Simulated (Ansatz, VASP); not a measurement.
# Two plane-wave programs on Co

Contents of INCAR:

```
SYSTEM = Co
PREC = Accurate
ENCUT = 520
EDIFF = 1E-6
ISMEAR = -1
SIGMA = 0.05
LREAL = .False.
LASPH = .True.
NELM = 150
ALGO = Fast
ISIF = 2
LWAVE = .False.
LCHARG = .False.
ISPIN = 2
MAGMOM = 2 -1
LORBIT = 11
LMAXMIX = 4
GGA = PE
NBANDS = 20
```

The input KPOINTS:

```
Automatic mesh
0
Gamma
  12 12 7
  0 0 0
```

Contents of POSCAR:

```
Co
1.0
    2.4873648738      0.0000000000      0.0000000000
   -1.2436824369      2.1541211692      0.0000000000
    0.0000000000      0.0000000000      4.0632895034
Co
2
Direct
    0.3333333333      0.6666666667      0.7401390000
    0.6666666667      0.3333333333      0.2598610000
```

Contents of input.yaml:

```yaml
crystal:
  lattice:
    - [2.4873648738, 0.0, 0.0]
    - [-1.2436824369, 2.1541211692, 0.0]
    - [0.0, 0.0, 4.0632895034]
  atoms:
    - { symbol: Co, position: [0.3333333333, 0.6666666667, 0.740139], spin: 2.0 }
    - { symbol: Co, position: [0.6666666667, 0.3333333333, 0.259861], spin: -1.0 }
hamiltonian:
  xc: pbe
  pseudopotentials: { kind: paw }
magnetization:
  spin_polarized: true
kpoints:
  mp_grid: { grid: [12, 12, 7] }
scf:
  occupations: { method: fermi_dirac, width: 0.05 }
output:
  forces: true
  stress: true
  eigenvalues: true
```

Alike in both runs: task single point; functional PBE; k mesh 12 × 12 × 7; occupations fermi-dirac, width 0.05 eV; collinear spin.

|  | VASP | Ansatz |
| --- | --- | --- |
| version | VASP 6.6.1 | Ansatz 0.2.0 |
| potentials or method | VASP PAW PBE potentials, release 64 (Co) | Ansatz PAW |
| plane-wave cutoff (eV) | 520 | 420 |
| valence electrons in the cell | 18 | 34 |

VASP gave:

* gap on the k mesh at the Fermi level (eV): none
* pressure (GPa): -6.5
* traceless stress, the component that is largest in VASP (GPa): 0.10
* rms of the force components (eV/Å): 0.348
* net moment per atom (μB): 0.00
* size of the moment on the site where the two differ most (μB): 0.96

**Question.** What did Ansatz give for the same quantities?

**Answer.** gap on the k mesh at the Fermi level (eV): none; pressure (GPa): 0.8; traceless stress, the component that is largest in VASP (GPa): -1.91; rms of the force components (eV/Å): 0.285; net moment per atom (μB): 1.64; size of the moment on the site where the two differ most (μB): 1.71.

The net moments are unlike, so the other rows may belong to different states. Site moments also hang on the region over which each program counts them. Atom by atom the forces differ by 0.063 eV/Å (rms over components). A gap of «none» marks a metal or a gap that the smearing closes. VASP's potentials hold 18 valence electrons a cell and Ansatz's 34, so a difference there can come from the potentials and not from the codes.
